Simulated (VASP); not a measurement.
F:

```xyz
2
Lattice="1.9060 0.0000 0.0000 -0.9530 1.6506 0.0000 0.0000 0.0000 2.6982" Properties=species:S:1:pos:R:3 pbc="T T T"
F     0.0000    1.1004    0.6745
F     0.9530    0.5502    2.0236
```

This cell differs from its parent crystal: volume scaled by 0.4.

Base run:

| Item | Value |
| --- | --- |
| Program | VASP 6.6.1 |
| Functional | PBE |
| Potentials or basis | VASP PAW PBE potentials, release 64 (F) |
| Cutoff | 520 eV |
| k mesh | 18 × 18 × 10 |
| Occupations | fermi-dirac, width 0.05 eV |
| Spin | no spin polarisation |

Its results: band gap on the k mesh zero (band 7 reaches 10.64 eV, above the bottom of band 8 at 6.29 eV); pressure 424.8 GPa.

Question: The run is repeated on the same cell with these changes: functional from PBE to RPBE; further incar settings from ALGO = Normal; EDIFF = 1e-06; NBANDS = 14 to ALGO = Normal; EDIFF = 1e-07; NBANDS = 14. What comes out?

Answer: Band gap on the k mesh zero (band 7 reaches 10.77 eV, above the bottom of band 8 at 6.43 eV); pressure 438.7 GPa.

Caveats: the PAW data sets were made with another functional, which shifts forces and pressure a little (some runs).
